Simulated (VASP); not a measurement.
Ti, 1 atom in the cell. The structure is cubic, space group Fm-3m (No. 225). The conventional cell has a = 3.940 Å, b = 3.940 Å, c = 3.940 Å, α = 90.00°, β = 90.00°, γ = 90.00°. Ti (site symmetry m-3m) has 12 Ti at 2.79 Å within 3.7 Å. 

| Quantity | Value |
| --- | --- |
| Program | VASP 6.6.1 |
| Task | single point |
| Functional | PBE |
| Potentials or basis | VASP PAW PBE potentials, release 64 (Ti_sv) |
| Cutoff | 520 eV |
| k mesh | 20 × 20 × 20 |
| Occupations | gaussian, width 0.15 eV |
| Spin | collinear spin, ferromagnetic start |
| Starting moments | [0.25] μB |
| Fixed moment | 0.25 μB |
| Dipole correction | no |
| Further INCAR settings | ALGO = Normal; EDIFF = 1e-06; NBANDS = 16 |

Potentials or basis: VASP PAW PBE potentials, release 64 (Ti_sv).

Run with:

```bash
$ cat potpaw_PBE.64/Ti_sv/POTCAR > POTCAR
$ mpirun -np 1 vasp_std > vasp.out
```

Hardware: 1 thread of AMD EPYC 9R45 96-Core Processor (Zen 5), with other jobs on the host.

Problem. Estimate the wall time of this run.

Solution. Wall time 95 s on 1 thread of AMD EPYC 9R45 96-Core Processor (Zen 5), on a shared host, peak memory 0.18 GiB. Counts: scf iterations 14, k points 256.
